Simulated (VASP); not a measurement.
A run of VASP 6.6.1 is set up as follows.

The input INCAR:

```
SYSTEM = Al
  PREC = Accurate
  ENCUT = 400
  EDIFF = 1E-6
  ISMEAR = 0
  SIGMA = 0.1
  LREAL = .False.
  LASPH = .True.
  NELM = 120
  ALGO = Normal
  ISIF = 2
  LWAVE = .False.
  LCHARG = .False.
  GGA = PE
  NBANDS = 8
  GGA_COMPAT = .False.
```

The input KPOINTS:

```
Automatic mesh
0
Gamma
  8 6 6
  0 0 0
```

POSCAR

```
Al
1.0
    5.2346560000      0.0000000000      0.0000000000
    0.0000000000      3.1858635000      5.3676920000
    0.0000000000     -3.1858635000      5.3676920000
Al
1
Direct
    0.5000000000      0.8323980000      0.8323980000
```

Potentials or basis: VASP PAW PBE potentials, release 64 (Al).

Command:

```console
$ cat potpaw_PBE.64/Al/POTCAR > POTCAR
$ mpirun -np 1 vasp_std > vasp.out
```

Estimate the pressure.

-0.6 GPa.

Stress tensor (GPa, compression positive):
```
-1.11  0.00  0.00
 0.00 -0.32  0.00
 0.00  0.00 -0.35
```
